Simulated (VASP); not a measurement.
Gd2ZrN3:

```
Gd Zr N
1.0
     3.58500    0.00000    0.00000
    -1.79250    3.10470    0.00000
     0.00000    0.00000    8.78000
Gd Zr N
2 1 3
Direct
  0.66667 0.33333 0.66670
  0.33333 0.66667 0.33330
  0.00000 0.00000 0.00000
  0.33333 0.66667 0.83330
  0.66667 0.33333 0.16670
  0.00000 0.00000 0.50000
```

| Quantity | Value |
| --- | --- |
| Program | VASP 6.6.1 |
| Task | relaxation of cell and atoms |
| Functional | PBE |
| Potentials or basis | VASP PAW PBE potentials, release 64 (Gd, Zr_sv, N) |
| Cutoff | 600 eV |
| k mesh | 4 × 4 × 2 |
| Occupations | gaussian, width 0.15 eV |
| Spin | collinear spin, ferromagnetic start |
| Starting moments | [7.0, 7.0, 0.0, 0.0, 0.0, 0.0] μB |

At the start: pressure -18.4 GPa; volume 16.29 Å³/atom.

Q: How do energy, volume and symmetry change on relaxing?

A: Over 9 steps the energy falls by 191.3 meV/atom and the volume is 14.11 Å³/atom (-13.3 %); space group P-3m1 (No. 164, to 0.1 Å) before and after; moment 13.90 μB per cell.

The path:
```csv
step,energy change (eV),largest force (eV/Å),pressure (GPa),volume (Å³)
1,0.0000,1.3469,-18.43,97.72
2,0.0482,1.5043,34.48,73.54
3,-0.9281,1.4837,0.61,84.60
4,-0.9290,1.4862,1.32,84.28
5,-1.0926,0.7607,1.13,84.15
6,-1.1445,0.0289,1.40,84.02
7,-1.1446,0.0241,1.38,84.03
8,-1.1418,0.0295,-1.98,85.61
9,-1.1476,0.0178,-0.05,84.69
```

Final structure:
```xyz
6
Lattice="3.3987 0.0000 0.0000 -1.6993 2.9434 0.0000 0.0000 0.0000 8.4659" Properties=species:S:1:pos:R:3 pbc="T T T"
Gd    1.6993    0.9811    5.6764
Gd    0.0000    1.9622    2.7895
Zr    0.0000    0.0000    0.0000
N     0.0000    1.9622    7.2182
N     1.6993    0.9811    1.2477
N     0.0000    0.0000    4.2330
```

Caveat: the k points lie up to 0.53 Å⁻¹ apart in the final cell; semilocal functionals describe open f shells poorly, which spoils levels, moments and volumes.
